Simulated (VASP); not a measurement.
# Se (Im-3m) in VASP: a series of runs, part 2 of 2

VASP 6.6.1. Earlier steps stand in the parts before.

## 3. Relaxation of cell and atoms, PBE, target pressure 30 GPa, at which the enthalpy is minimised

INCAR reads:

```
ALGO     = Normal         # electronic algorithm
EDIFF    = 1E-7           # SCF threshold, eV
EDIFFG   = -0.01          # ionic threshold
ENCUT    = 500            # plane-wave cutoff, eV
GGA      = PE             # functional
GGA_COMPAT= F            
IBRION   = 2              # ionic algorithm
ISIF     = 3              # what is computed and relaxed
ISMEAR   = -1             # smearing method
LASPH    = T              # aspherical terms in the spheres
LCHARG   = F              # write CHGCAR
LREAL    = F              # projectors in reciprocal space
LWAVE    = F              # write WAVECAR
NELM     = 120            # most SCF steps
NELMIN   = 4            
NSW      = 80             # ionic steps
PREC     = Accurate       # precision mode
PSTRESS  = 300.0        
SIGMA    = 0.05           # smearing width, eV
```

KPOINTS reads:

```
k-points
0
Gamma
  12 12 12
```

POSCAR reads:

```
Se
1.0
   -1.4038000000      1.4038000000      1.4038000000
    1.4038000000     -1.4038000000      1.4038000000
    1.4038000000      1.4038000000     -1.4038000000
Se
1
Direct
    0.0000000000      0.0000000000      0.0000000000
```

Potentials or basis: VASP PAW PBE potentials, release 64 (Se).

Launch:

```sh
$ cat potpaw_PBE.64/Se/POTCAR > POTCAR
$ mpirun -np 1 vasp_std > vasp.out
```

OUTCAR:

```text
EDIFF = 1E-7
   EDIFFG = -0.01
   ENCUT = 500
   GGA = PE
   IBRION = 2
   ISIF = 3
   ISMEAR = -1
   LASPH = T
   LREAL = F
   NELM = 120
   NELMIN = 4
   NSW = 80
   PREC = Accurate
   PSTRESS = 300.0

 ion  position               nearest neighbor table
   1  0.000  0.000  0.000-

  LATTYP: Found a body centered cubic cell.
 ALAT       =     2.8076000000

  Lattice vectors:

 A1 = (  -1.4038000000,   1.4038000000,   1.4038000000)
 A2 = (   1.4038000000,  -1.4038000000,   1.4038000000)
 A3 = (   1.4038000000,   1.4038000000,  -1.4038000000)

Analysis of symmetry for initial positions (statically):
=====================================================================
 Subroutine PRICEL returns:
 Original cell was already a primitive cell.

 Routine SETGRP: Setting up the symmetry group for a
 body centered cubic supercell.

 Subroutine GETGRP returns: Found 48 space group operations
 (whereof 48 operations were pure point group operations)
 out of a pool of 48 trial point group operations.

The static configuration has the point symmetry O_h .

Analysis of symmetry for dynamics (positions and initial velocities):
=====================================================================
 Subroutine PRICEL returns:
 Original cell was already a primitive cell.

 Routine SETGRP: Setting up the symmetry group for a
 body centered cubic supercell.

 Subroutine GETGRP returns: Found 48 space group operations
 (whereof 48 operations were pure point group operations)
 out of a pool of 48 trial point group operations.

The dynamic configuration has the point symmetry O_h .

 Subroutine INISYM returns: Found 48 space group operations
 (whereof 48 operations are pure point group operations),
 and found     1 'primitive' translations

----------------------------------------------------------------------------------------

                                     Primitive cell

  volume of cell :      11.0656

  direct lattice vectors                    reciprocal lattice vectors
[... 74 lines left out ...]
   NGXF,Y,Z  is equivalent  to a cutoff of  24.61, 24.61, 24.61 a.u.
 SYSTEM =  unknown system
   PREC   = accura    normal or accurate (medium, high low for compatibility)
   ISTART =      0    job   : 0-new  1-cont  2-samecut
   ICHARG =      2    charge: 1-file 2-atom 10-const
   ISPIN  =      1    spin polarized calculation?
   LNONCOLLINEAR =      F non collinear calculations
   LSORBIT =      F    spin-orbit coupling
   LASPH  =      T    aspherical Exc in radial PAW
   ENCUT  =  500.0 eV  36.75 Ry    6.06 a.u.   4.43  4.43  4.43*2*pi/ulx,y,z
   NELM   =    120;   NELMIN=  4; NELMDL= -5     # of ELM steps
   EDIFF  = 0.1E-06   stopping-criterion for ELM
   LREAL  =      F    real-space projection
   EDIFFG = -.1E-01   stopping-criterion for IOM
   NSW    =     80    number of steps for IOM
   IBRION =      2    ionic relax: 0-MD 1-quasi-New 2-CG
   NFREE  =      1    steps in history (QN), initial steepest desc. (CG)
   ISIF   =      3    stress and relaxation
   ISYM   =      2    0-nonsym 1-usesym 2-fastsym
   POTIM  = 0.5000    time-step for ionic-motion
   TEBEG  =    0.0;   TEEND  =   0.0 temperature during run
   PSTRESS=  300.0 pullay stress
   NELECT =       6.0000    total number of electrons
   NUPDOWN=      -1.0000    fix difference up-down
   EMIN   =  10.00;   EMAX   =-10.00  energy-range for DOS
   EFERMI =   0.00;   METHOD = LEGACY
   ISMEAR =    -1;   SIGMA  =   0.05  broadening in eV -4-tet -1-fermi 0-gaus
   EFERMI_NEDOS =   21; number of points for ismear=-14 and -15
   IALGO  =     38    algorithm
   IMIX   =      4    mixing-type and parameters
     AMIX     =   0.40;   BMIX     =  1.00
     AMIX_MAG =   1.60;   BMIX_MAG =  1.00
  volume/ion in A,a.u.               =      11.07        74.67
  Fermi-wavevector in a.u.,A,eV,Ry     =   1.334955  2.522699 24.247014  1.782105
  Thomas-Fermi vector in A             =   2.463697
   LORBIT       =      0    0 simple, 1 ext, 2 COOP (PROOUT), +10 PAW based schemes
   GGA     = PE    functional components
   LHFCALC =     F    Hartree Fock is set to
   AEXX    =    0.0000 exact exchange contribution
   IVDW    =     0    specifies the selected vdW correction
   LEPSILON=     F    determine dielectric tensor
   LRPA    =     F    only Hartree local field effects (RPA)
 conjugate gradient relaxation of ions
 non-spin polarized calculation
  energy-cutoff  :      500.00
  volume of cell :       11.07
 maximum number of plane-waves:       321
 NGX is ok and might be reduce to    18
   NGX =  9   NGY =  9   NGZ =  9

--------------------------------------- Ionic step        1  -------------------------------------------

 number of electron       6.0000001 magnetization

 Free energy of the ion-electron system (eV)
  ---------------------------------------------------
  ext. energy  EPLUGINS =         0.00000000
  ---------------------------------------------------
  free energy    TOTEN  =        -0.04890084 eV

  energy without entropy =       -0.04600402  energy(sigma->0) =       -0.04745243

 E-fermi :  15.2317     XC(G=0): -13.5674

 val. band max:       15.1379496728   @ k =  -0.4167   0.4167   0.0833
 cond. band min:      15.2461280688   @ k =   0.4167   0.0833   0.0833
 fundamental gap:      0.1081783960
 Fermi energy:        15.2317051032
[... 747 lines left out ...]
--------------------------------------- Ionic step        8  -------------------------------------------

 number of electron       5.9999997 magnetization

 Free energy of the ion-electron system (eV)
  ---------------------------------------------------
  ext. energy  EPLUGINS =         0.00000000
  ---------------------------------------------------
  free energy    TOTEN  =        -2.59412187 eV

  energy without entropy =       -2.59177840  energy(sigma->0) =       -2.59295013

 E-fermi :   8.8284     XC(G=0): -11.7546

 val. band max:        8.7347370241   @ k =   0.1667   0.1667   0.0000
 cond. band min:       8.9859076663   @ k =  -0.2500   0.2500   0.1667
 fundamental gap:      0.2511706422
 Fermi energy:         8.8284280116
[... 272 lines left out ...]
  energy  without entropy=       -2.5917783986  energy(sigma->0) =       -2.59295013

  enthalpy is  TOTEN    =         0.3867303288 eV   P V=        2.9808521987

 reached required accuracy - stopping structural energy minimisation
```

CONTCAR:

```text
Se
   1.00000000000000
    -1.5847347930318656    1.5847347930318654    1.5847347930318656
     1.5847347930318656   -1.5847347930318654    1.5847347930318656
     1.5847347930318656    1.5847347930318654   -1.5847347930318656
  Se
     1
Direct
     0.0000000000000000    0.0000000000000000    0.0000000000000000

  0.00000000E+00  0.00000000E+00  0.00000000E+00
```

Run time: 17 s. Hardware: 1 thread of AMD EPYC 9R45 (Zen 5), shared host; peak memory 0.09 GiB.

Results:

```
Free energy                                                : -2.5941 eV
Relaxed volume                                             : 15.92 Å³/atom
Relaxed cell                                               : a = 2.745 Å, b = 2.745 Å, c = 2.745 Å, α = 109.47°, β = 109.47°, γ = 109.47°
Space group after relaxing (to 0.1 Å)                      : Im-3m (No. 229)
Energy change on relaxing (the run minimises the enthalpy) : -2545.2 meV/atom
Ionic steps                                                : 8
Pressure after relaxing                                    : 30.0 GPa
Band gap on the k mesh                                     : zero (bands 3 and 4 overlap by 9.69 eV)
```

Step by step:
```tsv
step	energy change (eV)	largest force (eV/Å)	pressure (GPa)	volume (Å³)
1	0.0000	0.0000	175.22	11.07
2	-1.9657	0.0000	-10.15	36.15
3	-2.7832	0.0000	12.19	17.80
4	-2.6479	0.0000	22.90	16.54
5	-2.5377	0.0000	30.51	15.88
6	-2.5578	0.0000	29.16	15.99
7	-2.5269	0.0000	31.23	15.82
8	-2.5452	0.0000	30.01	15.92
```

Final structure:
```yaml
crystal:
  lattice:
    - [-1.58473, 1.58473, 1.58473]
    - [1.58473, -1.58473, 1.58473]
    - [1.58473, 1.58473, -1.58473]
  atoms:
    - { symbol: Se, position: [0.00000, 0.00000, 0.00000] }
```

Caveat: the cell is relaxed towards a set pressure, so the run minimises the enthalpy, not the energy; the volume moved by over 15 % at a fixed basis, so the end points are rough. PBE usually gives volumes a little too large and moduli too small.

## 4. Relaxation of cell and atoms, PBE, target pressure 40 GPa, at which the enthalpy is minimised

INCAR reads:

```
SYSTEM = Se
  PREC = Accurate
  ENCUT = 500
  EDIFF = 1E-7
  ISMEAR = -1
  SIGMA = 0.05
  LREAL = .FALSE.
  LASPH = .TRUE.
  NELM = 120
  ALGO = Normal
  ISIF = 3
  LWAVE = .FALSE.
  LCHARG = .FALSE.
  GGA = PE
  IBRION = 2
  NSW = 80
  EDIFFG = -0.01
  PSTRESS = 400.0
  GGA_COMPAT = .FALSE.
  NELMIN = 4
```

KPOINTS reads:

```
Automatic mesh
0
G
  12 12 12
  0 0 0
```

POSCAR is that of step 3.

Potentials or basis: VASP PAW PBE potentials, release 64 (Se).

Launch:

```sh
$ cat potpaw_PBE.64/Se/POTCAR > POTCAR
$ mpirun -np 1 vasp_std > vasp.out
```

OUTCAR:

```text
SYSTEM = Se
   PREC = Accurate
   ENCUT = 500
   EDIFF = 1E-7
   ISMEAR = -1
   LREAL = .FALSE.
   LASPH = .TRUE.
   NELM = 120
   ISIF = 3
   GGA = PE
   IBRION = 2
   NSW = 80
   EDIFFG = -0.01
   PSTRESS = 400.0
   NELMIN = 4

 ion  position               nearest neighbor table
   1  0.000  0.000  0.000-

  LATTYP: Found a body centered cubic cell.
 ALAT       =     2.8076000000

  Lattice vectors:

 A1 = (  -1.4038000000,   1.4038000000,   1.4038000000)
 A2 = (   1.4038000000,  -1.4038000000,   1.4038000000)
 A3 = (   1.4038000000,   1.4038000000,  -1.4038000000)

Analysis of symmetry for initial positions (statically):
=====================================================================
 Subroutine PRICEL returns:
 Original cell was already a primitive cell.

 Routine SETGRP: Setting up the symmetry group for a
 body centered cubic supercell.

 Subroutine GETGRP returns: Found 48 space group operations
 (whereof 48 operations were pure point group operations)
 out of a pool of 48 trial point group operations.

The static configuration has the point symmetry O_h .

Analysis of symmetry for dynamics (positions and initial velocities):
=====================================================================
 Subroutine PRICEL returns:
 Original cell was already a primitive cell.

 Routine SETGRP: Setting up the symmetry group for a
 body centered cubic supercell.

 Subroutine GETGRP returns: Found 48 space group operations
 (whereof 48 operations were pure point group operations)
 out of a pool of 48 trial point group operations.

The dynamic configuration has the point symmetry O_h .

 Subroutine INISYM returns: Found 48 space group operations
 (whereof 48 operations are pure point group operations),
 and found     1 'primitive' translations

----------------------------------------------------------------------------------------

                                     Primitive cell

  volume of cell :      11.0656
[... 74 lines left out ...]
   ions per type =               1
   NGX,Y,Z   is equivalent  to a cutoff of  12.31, 12.31, 12.31 a.u.
   NGXF,Y,Z  is equivalent  to a cutoff of  24.61, 24.61, 24.61 a.u.
 SYSTEM =  Se
   PREC   = accura    normal or accurate (medium, high low for compatibility)
   ISTART =      0    job   : 0-new  1-cont  2-samecut
   ICHARG =      2    charge: 1-file 2-atom 10-const
   ISPIN  =      1    spin polarized calculation?
   LNONCOLLINEAR =      F non collinear calculations
   LSORBIT =      F    spin-orbit coupling
   LASPH  =      T    aspherical Exc in radial PAW
   ENCUT  =  500.0 eV  36.75 Ry    6.06 a.u.   4.43  4.43  4.43*2*pi/ulx,y,z
   NELM   =    120;   NELMIN=  4; NELMDL= -5     # of ELM steps
   EDIFF  = 0.1E-06   stopping-criterion for ELM
   LREAL  =      F    real-space projection
   EDIFFG = -.1E-01   stopping-criterion for IOM
   NSW    =     80    number of steps for IOM
   IBRION =      2    ionic relax: 0-MD 1-quasi-New 2-CG
   NFREE  =      1    steps in history (QN), initial steepest desc. (CG)
   ISIF   =      3    stress and relaxation
   ISYM   =      2    0-nonsym 1-usesym 2-fastsym
   POTIM  = 0.5000    time-step for ionic-motion
   TEBEG  =    0.0;   TEEND  =   0.0 temperature during run
   PSTRESS=  400.0 pullay stress
   NELECT =       6.0000    total number of electrons
   NUPDOWN=      -1.0000    fix difference up-down
   EMIN   =  10.00;   EMAX   =-10.00  energy-range for DOS
   EFERMI =   0.00;   METHOD = LEGACY
   ISMEAR =    -1;   SIGMA  =   0.05  broadening in eV -4-tet -1-fermi 0-gaus
   EFERMI_NEDOS =   21; number of points for ismear=-14 and -15
   IALGO  =     38    algorithm
   IMIX   =      4    mixing-type and parameters
     AMIX     =   0.40;   BMIX     =  1.00
     AMIX_MAG =   1.60;   BMIX_MAG =  1.00
  volume/ion in A,a.u.               =      11.07        74.67
  Fermi-wavevector in a.u.,A,eV,Ry     =   1.334955  2.522699 24.247014  1.782105
  Thomas-Fermi vector in A             =   2.463697
   LORBIT       =      0    0 simple, 1 ext, 2 COOP (PROOUT), +10 PAW based schemes
   GGA     = PE    functional components
   LHFCALC =     F    Hartree Fock is set to
   AEXX    =    0.0000 exact exchange contribution
   IVDW    =     0    specifies the selected vdW correction
   LEPSILON=     F    determine dielectric tensor
   LRPA    =     F    only Hartree local field effects (RPA)
 conjugate gradient relaxation of ions
 non-spin polarized calculation
  energy-cutoff  :      500.00
  volume of cell :       11.07
 maximum number of plane-waves:       321
 NGX is ok and might be reduce to    18
   NGX =  9   NGY =  9   NGZ =  9

--------------------------------------- Ionic step        1  -------------------------------------------

 number of electron       6.0000001 magnetization

 Free energy of the ion-electron system (eV)
  ---------------------------------------------------
  ext. energy  EPLUGINS =         0.00000000
  ---------------------------------------------------
  free energy    TOTEN  =        -0.04890084 eV

  energy without entropy =       -0.04600402  energy(sigma->0) =       -0.04745243

 E-fermi :  15.2317     XC(G=0): -13.5674

 val. band max:       15.1379496728   @ k =  -0.4167   0.4167   0.0833
 cond. band min:      15.2461280688   @ k =   0.4167   0.0833   0.0833
 fundamental gap:      0.1081783960
 Fermi energy:        15.2317051032
[... 747 lines left out ...]
--------------------------------------- Ionic step        8  -------------------------------------------

 number of electron       6.0000003 magnetization

 Free energy of the ion-electron system (eV)
  ---------------------------------------------------
  ext. energy  EPLUGINS =         0.00000000
  ---------------------------------------------------
  free energy    TOTEN  =        -2.43848544 eV

  energy without entropy =       -2.43634425  energy(sigma->0) =       -2.43741485

 E-fermi :   9.5070     XC(G=0): -11.9780

 val. band max:        9.3998059351   @ k =  -0.4167   0.4167   0.0833
 cond. band min:       9.6986793718   @ k =  -0.2500   0.2500   0.1667
 fundamental gap:      0.2988734367
 Fermi energy:         9.5070058727
[... 272 lines left out ...]
  energy  without entropy=       -2.4363442506  energy(sigma->0) =       -2.43741485

  enthalpy is  TOTEN    =         1.3571907247 eV   P V=        3.7956761673

 reached required accuracy - stopping structural energy minimisation
```

Run time: 17 s. Hardware: 1 thread of AMD EPYC 9R45 (Zen 5), shared host; peak memory 0.09 GiB.

Results:

```
Free energy                                                : -2.4385 eV
Relaxed volume                                             : 15.20 Å³/atom
Relaxed cell                                               : a = 2.703 Å, b = 2.703 Å, c = 2.703 Å, α = 109.47°, β = 109.47°, γ = 109.47°
Space group after relaxing (to 0.1 Å)                      : Im-3m (No. 229)
Energy change on relaxing (the run minimises the enthalpy) : -2389.6 meV/atom
Ionic steps                                                : 8
Pressure after relaxing                                    : 40.0 GPa
Band gap on the k mesh                                     : zero (bands 3 and 4 overlap by 10.36 eV)
```

The path:
```
step  energy change (eV)  largest force (eV/Å)  pressure (GPa)  volume (Å³)
   1              0.0000                0.0000          175.22        11.07
   2             -2.1201                0.0000          -10.61        33.77
   3             -2.6928                0.0000           19.59        16.88
   4             -2.4956                0.0000           33.27        15.67
   5             -2.3851                0.0000           40.29        15.19
   6             -2.4076                0.0000           38.88        15.28
   7             -2.3572                0.0000           42.02        15.08
   8             -2.3896                0.0000           40.01        15.20
```

Final structure:
```
Se
1.0
    -1.56061    1.56061    1.56061
     1.56061   -1.56061    1.56061
     1.56061    1.56061   -1.56061
Se
1
Direct
  0.00000 0.00000 0.00000
```

Levels at points of the mesh, in eV from the Fermi level:
| k point | band 1 | band 2 | band 3 | band 4 | band 5 | band 6 |
| --- | --- | --- | --- | --- | --- | --- |
| (0.00, 0.00, 0.00) | -19.18 | 4.82 | 4.82 | 4.82 | 13.17 | 13.17 |
| (0.50, 0.00, 0.00) | -13.68 | -9.29 | 0.29 | 3.13 | 7.35 | 7.99 |
| (0.50, 0.50, 0.50) | -9.39 | -4.46 | -4.46 | -4.46 | 2.60 | 2.60 |

Caveat: the cell is relaxed towards a set pressure, so the run minimises the enthalpy, not the energy; the volume moved by over 15 % at a fixed basis, so the end points are rough. Zero-point motion and thermal expansion aren't in these numbers.

## 5. The runs side by side

```csv
cell,gap on the mesh (eV),pressure (GPa)
relaxed to 20 GPa,none,20.0
relaxed to 30 GPa,none,30.0
relaxed to 40 GPa,none,40.0
```

Alike in all rows: task relaxation of cell and atoms; level PBE; potentials or basis VASP PAW PBE potentials, release 64 (Se); no spin polarisation; k mesh 12 × 12 × 12; cutoff (eV) 500; smearing fermi-dirac 0.05 eV.

Caveats: the cell is relaxed towards a set pressure, so the run minimises the enthalpy, not the energy; the volume moved by over 15 % at a fixed basis, so the end points are rough.

Absolute energies hang on the potentials; compare differences alone.

The gap in the log of VASP goes by the Fermi energy; the results here count the filled bands.